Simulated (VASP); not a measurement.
# Sc3B2N (P6/mmm) in VASP: relaxation of cell and atoms with PBE

Aim: the relaxation of cell and atoms of Sc3B2N with PBE.

Everything below comes from runs of VASP 6.6.1. Logs are shortened: lines on timing, memory, paths and dates and some standing lists are left out, and cuts for length are marked.

## Step 1: The cell of the first run

Symmetry: P6/mmm, No. 191, hexagonal system. Conventional cell: a = 3.448 Å, b = 3.448 Å, c = 7.799 Å, α = 90.00°, β = 90.00°, γ = 120.00°. Sc (site symmetry -6m2) has 6 Sc at 1.99 Å and 6 B at 2.54 Å within 2.6 Å. Sc (site symmetry 6/mmm) has 2 B at 1.58 Å and 6 Sc at 1.99 Å within 2.1 Å. Within 2.1 Å of B (site symmetry 6mm) lie 1 Sc at 1.58 Å. N (site symmetry 6/mmm) has 2 B at 2.32 Å within 3.1 Å.

The cell was generated, and may not be a known phase.

## Step 2: Relaxation of cell and atoms, PBE, collinear spin, ferromagnetic start

The input, INCAR:

```
SYSTEM = Sc3B2N
PREC = Accurate
ENCUT = 600
EDIFF = 1E-7
ISMEAR = 0
SIGMA = 0.1
LREAL = .FALSE.
LASPH = .TRUE.
NELM = 150
ALGO = Normal
ISIF = 3
LWAVE = .FALSE.
LCHARG = .FALSE.
ISPIN = 2
MAGMOM = 0 0 0 0 0 1
LORBIT = 11
LMAXMIX = 4
GGA = PE
IBRION = 2
NSW = 90
EDIFFG = -0.04
```

The input, KPOINTS:

```
regular mesh
0
G
  6 6 2
  0 0 0
```

The input, POSCAR:

```
Sc3B2N
1.0
    3.4480768300      0.0000000000      0.0000000000
   -1.7240384100      2.9861221200      0.0000000000
    0.0000000000      0.0000000000      7.7993314400
Sc B N
3 2 1
Direct
    0.3333333300      0.6666666700      0.0000000000
    0.6666666700      0.3333333300      0.0000000000
    0.0000000000      0.0000000000      0.0000000000
    0.0000000000      0.0000000000      0.7977571700
    0.0000000000      0.0000000000      0.2022428300
    0.0000000000      0.0000000000      0.5000000000
```

Potentials or basis: VASP PAW PBE potentials, release 64 (Sc_sv, B, N).

Run with:

```sh
cat potpaw_PBE.64/Sc_sv/POTCAR potpaw_PBE.64/B/POTCAR potpaw_PBE.64/N/POTCAR > POTCAR
mpirun -np 1 vasp_std > vasp.out
```

OUTCAR:

```text
SYSTEM = Sc3B2N
   PREC = Accurate
   ENCUT = 600
   EDIFF = 1E-7
   ISMEAR = 0
   LREAL = .FALSE.
   LASPH = .TRUE.
   NELM = 150
   ISIF = 3
   ISPIN = 2
   LORBIT = 11
   GGA = PE
   IBRION = 2
   NSW = 90
   EDIFFG = -0.04

 ion  position               nearest neighbor table
   1  0.333  0.667  0.000-   2 1.99   3 1.99   2 1.99   3 1.99   3 1.99   2 1.99   4 2.54   5 2.54
                             5 2.54   4 2.54   5 2.54   4 2.54
   2  0.667  0.333  0.000-   1 1.99   3 1.99   1 1.99   3 1.99   3 1.99   1 1.99   4 2.54   5 2.54
                             4 2.54   5 2.54   4 2.54   5 2.54
   3  0.000  0.000  0.000-   4 1.58   5 1.58   1 1.99   2 1.99   1 1.99   2 1.99   2 1.99   1 1.99

   4  0.000  0.000  0.798-   3 1.58   2 2.54   1 2.54   1 2.54   2 2.54   2 2.54   1 2.54
   5  0.000  0.000  0.202-   3 1.58   2 2.54   1 2.54   1 2.54   2 2.54   2 2.54   1 2.54
   6  0.000  0.000  0.500-

  LATTYP: Found a hexagonal cell.
 ALAT       =     3.4480768300
 C/A-ratio  =     2.2619366750

  Lattice vectors:

 A1 = (   3.4480768300,   0.0000000000,   0.0000000000)
 A2 = (  -1.7240384100,   2.9861221200,   0.0000000000)
 A3 = (   0.0000000000,   0.0000000000,   7.7993314400)

Analysis of symmetry for initial positions (statically):
=====================================================================
 Subroutine PRICEL returns:
 Original cell was already a primitive cell.

 Routine SETGRP: Setting up the symmetry group for a
 hexagonal supercell.

 Subroutine GETGRP returns: Found 24 space group operations
 (whereof 24 operations were pure point group operations)
 out of a pool of 24 trial point group operations.

The static configuration has the point symmetry D_6h.

Analysis of symmetry for dynamics (positions and initial velocities):
=====================================================================
 Subroutine PRICEL returns:
 Original cell was already a primitive cell.

 Routine SETGRP: Setting up the symmetry group for a
 hexagonal supercell.

 Subroutine GETGRP returns: Found 24 space group operations
 (whereof 24 operations were pure point group operations)
 out of a pool of 24 trial point group operations.

The dynamic configuration has the point symmetry D_6h.

Analysis of structural, dynamic, and magnetic symmetry:
=====================================================================
 Subroutine PRICEL returns:
 Original cell was already a primitive cell.

 Routine SETGRP: Setting up the symmetry group for a
 hexagonal supercell.

 Subroutine GETGRP returns: Found 24 space group operations
 (whereof 24 operations were pure point group operations)
 out of a pool of 24 trial point group operations.

The overall configuration has the point symmetry D_6h.

 Subroutine INISYM returns: Found 24 space group operations
 (whereof 24 operations are pure point group operations),
 and found     1 'primitive' translations

----------------------------------------------------------------------------------------

                                     Primitive cell

  volume of cell :      80.3049

  direct lattice vectors                    reciprocal lattice vectors
     3.448076830  0.000000000  0.000000000     0.290016740  0.167441243  0.000000000
    -1.724038410  2.986122120  0.000000000     0.000000000  0.334882486  0.000000000
     0.000000000  0.000000000  7.799331440     0.000000000  0.000000000  0.128216118

  length of vectors
     3.448076830  3.448076820  7.799331440     0.334882485  0.334882486  0.128216118

  position of ions in fractional coordinates (direct lattice)
     0.333333330  0.666666670  0.000000000
     0.666666670  0.333333330  0.000000000
     0.000000000  0.000000000  0.000000000
     0.000000000  0.000000000  0.797757170
     0.000000000  0.000000000  0.202242830
     0.000000000  0.000000000  0.500000000

  ion indices of the primitive-cell ions
   primitive index   ion index
                 1           1
                 2           2
                 3           3
                 4           4
                 5           5
                 6           6

----------------------------------------------------------------------------------------

 KPOINTS: regular mesh

Automatic generation of k-mesh.
 Grid dimensions read from file:
 generate k-points for:    6    6    2

 Generating k-lattice:

  Cartesian coordinates                     Fractional coordinates (reciprocal lattice)
     0.048336123  0.027906874  0.000000000     0.166666667 -0.000000000  0.000000000
     0.000000000  0.055813748  0.000000000     0.000000000  0.166666667  0.000000000
     0.000000000  0.000000000  0.064108059     0.000000000  0.000000000  0.500000000

  Length of vectors
     0.055813748  0.055813748  0.064108059

  Shift w.r.t. Gamma in fractional coordinates (k-lattice)
     0.000000000  0.000000000  0.000000000

 Subroutine IBZKPT returns following result:
 ===========================================

 Found     14 irreducible k-points:

 Following reciprocal coordinates:
            Coordinates               Weight
  0.000000  0.000000  0.000000      1.000000
  0.166667  0.000000  0.000000      6.000000
  0.333333  0.000000  0.000000      6.000000
  0.500000  0.000000  0.000000      3.000000
  0.166667  0.166667  0.000000      6.000000
  0.333333  0.166667  0.000000     12.000000
  0.333333  0.333333  0.000000      2.000000
  0.000000  0.000000  0.500000      1.000000
  0.166667  0.000000  0.500000      6.000000
  0.333333  0.000000  0.500000      6.000000
  0.500000  0.000000  0.500000      3.000000
  0.166667  0.166667  0.500000      6.000000
  0.333333  0.166667  0.500000     12.000000
  0.333333  0.333333  0.500000      2.000000
   k-points           NKPTS =     14   k-points in BZ     NKDIM =     14   number of bands    NBANDS=     27
   number of dos      NEDOS =    301   number of ions     NIONS =      6
   total plane-waves  NPLWV =  50176
   dimension x,y,z NGX =    28 NGY =   28 NGZ =   64
   dimension x,y,z NGXF=    56 NGYF=   56 NGZF=  128
   ions per type =               3   2   1
   NGX,Y,Z   is equivalent  to a cutoff of  13.50, 13.50, 13.64 a.u.
   NGXF,Y,Z  is equivalent  to a cutoff of  27.00, 27.00, 27.28 a.u.
 SYSTEM =  Sc3B2N
   PREC   = accura    normal or accurate (medium, high low for compatibility)
   ISTART =      0    job   : 0-new  1-cont  2-samecut
   ICHARG =      2    charge: 1-file 2-atom 10-const
   ISPIN  =      2    spin polarized calculation?
   LNONCOLLINEAR =      F non collinear calculations
   LSORBIT =      F    spin-orbit coupling
   LASPH  =      T    aspherical Exc in radial PAW
   ENCUT  =  600.0 eV  44.10 Ry    6.64 a.u.   6.89  6.89 15.58*2*pi/ulx,y,z
   NELM   =    150;   NELMIN=  2; NELMDL= -5     # of ELM steps
   EDIFF  = 0.1E-06   stopping-criterion for ELM
   LREAL  =      F    real-space projection
   EDIFFG = -.4E-01   stopping-criterion for IOM
   NSW    =     90    number of steps for IOM
   IBRION =      2    ionic relax: 0-MD 1-quasi-New 2-CG
   NFREE  =      1    steps in history (QN), initial steepest desc. (CG)
   ISIF   =      3    stress and relaxation
   ISYM   =      2    0-nonsym 1-usesym 2-fastsym
   POTIM  = 0.5000    time-step for ionic-motion
   TEBEG  =    0.0;   TEEND  =   0.0 temperature during run
   PSTRESS=    0.0 pullay stress
   NELECT =      44.0000    total number of electrons
   NUPDOWN=      -1.0000    fix difference up-down
   EMIN   =  10.00;   EMAX   =-10.00  energy-range for DOS
   EFERMI =   0.00;   METHOD = LEGACY
   ISMEAR =     0;   SIGMA  =   0.10  broadening in eV -4-tet -1-fermi 0-gaus
   EFERMI_NEDOS =   21; number of points for ismear=-14 and -15
   IALGO  =     38    algorithm
   IMIX   =      4    mixing-type and parameters
     AMIX     =   0.40;   BMIX     =  1.00
     AMIX_MAG =   1.60;   BMIX_MAG =  1.00
  volume/ion in A,a.u.               =      13.38        90.32
  Fermi-wavevector in a.u.,A,eV,Ry     =   1.339610  2.531496 24.416408  1.794555
  Thomas-Fermi vector in A             =   2.467988
   LORBIT       =     11    0 simple, 1 ext, 2 COOP (PROOUT), +10 PAW based schemes
   GGA     = PE    functional components
   LHFCALC =     F    Hartree Fock is set to
   AEXX    =    0.0000 exact exchange contribution
   IVDW    =     0    specifies the selected vdW correction
   LEPSILON=     F    determine dielectric tensor
   LRPA    =     F    only Hartree local field effects (RPA)
 conjugate gradient relaxation of ions
 spin polarized calculation
 Gauss-broadening in eV      SIGMA  =   0.10
  energy-cutoff  :      600.00
  volume of cell :       80.30
 maximum number of plane-waves:      2702
 NGX is ok and might be reduce to    28
   NGX = 13   NGY = 13   NGZ = 31

--------------------------------------- Ionic step        1  -------------------------------------------

 number of electron      43.9999997 magnetization      -0.0002141

 number of electron      43.9999997 magnetization       0.0000590

 Free energy of the ion-electron system (eV)
  ---------------------------------------------------
  ext. energy  EPLUGINS =         0.00000000
  ---------------------------------------------------
  free energy    TOTEN  =        -3.61216591 eV

  energy without entropy =       -3.57501831  energy(sigma->0) =       -3.59359211

 E-fermi :   3.0898     XC(G=0): -10.1695

 val. band max:        3.0846919796   @ k =   0.1667   0.1667   0.0000
 cond. band min:       3.1215649690   @ k =   0.1667   0.1667   0.0000
 fundamental gap:      0.0368729894
 Fermi energy:         3.0898193897
[... 1815 lines left out ...]
     26      -0.3647      0.00000
     27       0.7392      0.00000

[... ionic steps 4 to 12 ...]

--------------------------------------- Ionic step       13  -------------------------------------------

 number of electron      44.0000007 magnetization       0.0000001

 number of electron      44.0000007 magnetization      -0.0000001
[... 81 lines left out ...]
 number of electron      44.0000007 magnetization       0.0000028

 number of electron      44.0000007 magnetization      -0.0000006

 Free energy of the ion-electron system (eV)
  ---------------------------------------------------
  ext. energy  EPLUGINS =         0.00000000
  ---------------------------------------------------
  free energy    TOTEN  =       -35.42397657 eV

  energy without entropy =      -35.39819268  energy(sigma->0) =      -35.41108463

 E-fermi :   0.7424     XC(G=0):  -7.5119

 val. band max:        0.6810103167   @ k =   0.3333   0.0000   0.5000
 cond. band min:       0.7719874293   @ k =   0.1667   0.0000   0.5000
 fundamental gap:      0.0909771126
 Fermi energy:         0.7424457176
[... 876 lines left out ...]
  FREE ENERGIE OF THE ION-ELECTRON SYSTEM (eV)
  ---------------------------------------------------
  free  energy   TOTEN  =       -35.4239765727 eV

  energy  without entropy=      -35.3981926836  energy(sigma->0) =      -35.41108463

 reached required accuracy - stopping structural energy minimisation

 total charge

# of ion       s       p       d       tot
------------------------------------------
    1        2.329   6.033   1.159   9.521
    2        2.329   6.033   1.159   9.521
    3        2.292   6.155   1.324   9.771
    4        0.786   1.121   0.000   1.907
    5        0.786   1.121   0.000   1.907
    6        1.316   2.561   0.000   3.877
--------------------------------------------------
tot          9.836  23.024   3.642  36.503

 magnetization (x)

# of ion       s       p       d       tot
------------------------------------------
    1        0.000   0.000  -0.000  -0.000
    2        0.000   0.000  -0.000  -0.000
    3        0.000  -0.000   0.000   0.000
    4       -0.000   0.000   0.000   0.000
    5       -0.000   0.000   0.000   0.000
    6        0.000   0.000   0.000   0.000
--------------------------------------------------
tot          0.000   0.000  -0.000   0.000
```

It took 24 min on 1 thread of Intel Xeon Platinum 8488C (Sapphire Rapids), shared host; peak memory 0.32 GiB.

Results:

| Item | Value |
| --- | --- |
| Free energy | -35.4240 eV |
| Relaxed volume | 26.79 Å³/atom |
| Relaxed cell | a = 5.058 Å, b = 5.058 Å, c = 7.253 Å, α = 90.00°, β = 90.00°, γ = 120.00° |
| Space group after relaxing (to 0.1 Å) | P6/mmm (No. 191) |
| Energy gained by relaxing | 5302.0 meV/atom |
| Ionic steps | 15 |
| Pressure after relaxing | 0.0 GPa |
| Largest force after relaxing | 0.014 eV/Å |
| Band gap on the k mesh | zero (filled and empty bands overlap) |
| Net moment | 0.00 μB per cell |
| Valence electrons inside the program's atomic spheres | Sc 9.52, 9.77 (each value once); B 1.91; N 3.88 |

Forces on the atoms (eV/Å):
```
Sc   0.000  0.000  0.000
Sc   0.000  0.000  0.000
Sc   0.000  0.000  0.000
B    0.000  0.000  0.014
B    0.000  0.000 -0.014
N    0.000  0.000  0.000
```

Stress tensor (GPa, compression positive):
```
 0.08  0.00  0.00
 0.00  0.08  0.00
 0.00  0.00 -0.14
```

The path:
```
step  energy change (eV)  largest force (eV/Å)  pressure (GPa)  volume (Å³)
   1              0.0000               14.2766          101.79        80.30
   2            -22.4319                3.2635           -8.19       222.37
   3            -21.8526                3.1351           -3.11       166.03
   4            -22.5044                3.4466           -6.99       201.33
   5            -31.3146                3.2450           -4.34       179.41
   6            -31.3585                1.8348           -2.78       177.67
   7            -31.3612                2.3795           -3.37       178.29
   8            -30.9898                8.1146            5.63       162.18
   9            -31.5829                0.9592           -0.48       171.58
  10            -31.7800                0.1499           -0.79       162.09
  11            -31.8021                0.1127           -0.75       164.47
  12            -31.8105                0.2518           -0.01       161.53
  13            -31.8106                0.2737            0.10       161.08
  14            -31.8077                0.4613           -0.16       160.09
  15            -31.8118                0.0142            0.01       160.73
```

Final structure:
```xyz
6
Lattice="5.0585 0.0000 0.0000 -2.5292 4.3808 0.0000 0.0000 0.0000 7.2533" Properties=species:S:1:pos:R:3 pbc="T T T"
Sc    0.0000    2.9205    0.0000
Sc    2.5292    1.4603    0.0000
Sc    0.0000    0.0000    0.0000
B     0.0000    0.0000    4.9515
B     0.0000    0.0000    2.3018
N     0.0000    0.0000    3.6267
```

Caveat: the k points lie up to 0.43 Å⁻¹ apart in the final cell, too coarse for converged energies and pressures of a metal; the volume moved by over 15 % at a fixed basis, so the end points are rough.

The gap in the log of VASP goes by the Fermi energy; the results here count the filled bands.